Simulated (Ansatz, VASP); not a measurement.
**One calculation of ZnS, two programs**

The input INCAR:

```
PREC = Accurate
ENCUT = 520
EDIFF = 1E-6
ISMEAR = -1
SIGMA = 0.03
LREAL = F
LASPH = T
NELM = 100
ALGO = Normal
ISIF = 2
LWAVE = F
LCHARG = F
GGA = PS
NBANDS = 26
```

File KPOINTS:

```
regular mesh
0
Gamma
  8 8 5
```

POSCAR

```
ZnS
1.0
    3.8109987816      0.0000000000      0.0000000000
   -1.9054993908      3.3004217586      0.0000000000
    0.0000000000      0.0000000000      6.2340000000
Zn S
2 2
Direct
    0.3333333333      0.6666666667      0.0000000000
    0.6666666667      0.3333333333      0.5000000000
    0.3333333333      0.6666666667      0.3850000000
    0.6666666667      0.3333333333      0.8850000000
```

Input for Ansatz:

```yaml
crystal:
  lattice:
    - [3.8109987816, 0.0, 0.0]
    - [-1.9054993908, 3.3004217586, 0.0]
    - [0.0, 0.0, 6.234]
  atoms:
    - { symbol: Zn, position: [0.3333333333, 0.6666666667, 0.0] }
    - { symbol: Zn, position: [0.6666666667, 0.3333333333, 0.5] }
    - { symbol: S, position: [0.3333333333, 0.6666666667, 0.385] }
    - { symbol: S, position: [0.6666666667, 0.3333333333, 0.885] }
kpoints:
  mp_grid: { grid: [8, 8, 5] }
  band_path:
    path:
      - [0.0, 0.0, 0.0]
      - [0.5, 0.0, 0.0]
      - [0.3333333333, 0.3333333333, 0.0]
      - [0.0, 0.0, 0.0]
      - [0.0, 0.0, 0.5]
      - [0.5, 0.0, 0.5]
      - [0.3333333333, 0.3333333333, 0.5]
      - [0.0, 0.0, 0.5]
      - [0.5, 0.0, 0.5]
    npoints: 14
scf:
  occupations: { method: fermi_dirac, width: 0.03 }
hamiltonian:
  xc: pbesol
  pseudopotentials: { kind: all_electron, lapw: { basis_error: 0.001 } }
output:
  forces: true
  stress: true
  eigenvalues: true
  fatbands: true
  populations: true
  dos: { projected: true, de: 0.2, e_range: [-14, 8] }
```

Alike in both runs: task single point; functional PBEsol; k mesh 8 × 8 × 5; occupations fermi-dirac, width 0.03 eV; no spin polarisation.

```csv
,VASP,Ansatz
version,VASP 6.6.1,Ansatz 0.2.0
potentials or method,"VASP PAW PBE potentials, release 64 (Zn, S), cutoff 520 eV","all-electron LAPW, scalar-relativistic"
```

```tsv
	VASP	Ansatz	Ansatz less VASP
gap on the k mesh at the Fermi level (eV)	2.12	2.11	-0.003
pressure (GPa)	-1.1	-1.3	-0.18
traceless stress, the component that is largest in VASP (GPa)	-1.23	-1.21	+0.018
rms of the force components (eV/Å)	0.178	0.177	-0.0014
```

VASP's potentials were made for PBE, not for PBEsol. Atom by atom the forces differ by 0.001 eV/Å (rms over components). Ansatz ran all-electron here, and VASP with PAW potentials.
